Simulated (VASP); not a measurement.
Set up this calculation in VASP 6.6.1, as the native input.

```
Task                   : single point
Functional             : PBE
Potentials or basis    : VASP PAW PBE potentials, release 64 (Al, Ti_sv)
Cutoff                 : 520 eV
k mesh                 : 7 × 7 × 1
Occupations            : gaussian, width 0.1 eV
Spin                   : no spin polarisation
Dipole correction      : yes
Further INCAR settings : ALGO = Normal; EDIFF = 1e-06; NBANDS = 44
```

The structure of TiAl3 lies in POSCAR:

```
TiAl3
1.0
    3.8222135400      0.0000000000      0.0000000000
    0.0000000000      3.8222135400      0.0000000000
    0.0000000000      0.0000000000     27.7016721243
Al Ti
9 3
Direct
    0.5000000000      0.0000000000      0.3068406832
    0.0000000000      0.5000000000      0.3068406832
    0.0000000000      0.0000000000      0.3841044120
    0.0000000000      0.5000000000      0.4613681408
    0.5000000000      0.0000000000      0.4613681408
    0.5000000000      0.5000000000      0.5408997036
    0.5000000000      0.0000000000      0.6182840698
    0.0000000000      0.5000000000      0.6182840698
    0.0000000000      0.0000000000      0.6991811940
    0.5000000000      0.5000000000      0.3841044120
    0.0000000000      0.0000000000      0.5387604808
    0.5000000000      0.5000000000      0.6935717868
```

These files were run (other wordings do the same):

INCAR

```
PREC = Accurate ; ENCUT = 520
EDIFF = 1E-6 ; ISMEAR = 0
SIGMA = 0.1 ; LREAL = False
LASPH = True ; NELM = 100
ALGO = Normal ; ISIF = 2
LWAVE = False ; LCHARG = True
LDIPOL = True ; IDIPOL = 3
DIPOL = 0.5 0.5 0.501 ; GGA = PE
LELF = True ; LVHAR = True
LVACPOTAV = True ; NBANDS = 44
```

KPOINTS

```
regular mesh
0
Gamma
  7 7 1
```

Potentials or basis: VASP PAW PBE potentials, release 64 (Al, Ti_sv).

Run with:

```sh
$ cat potpaw_PBE.64/Al/POTCAR potpaw_PBE.64/Ti_sv/POTCAR > POTCAR
$ mpirun -np 1 vasp_std > vasp.out
```

Results of the run:

```json
{"Largest force": "0.634 eV/Å"}
```

Run time: 6.4 min on 1 thread of AMD EPYC 7R43 64-Core Processor (Zen 3), on a shared host, peak memory 0.43 GiB.
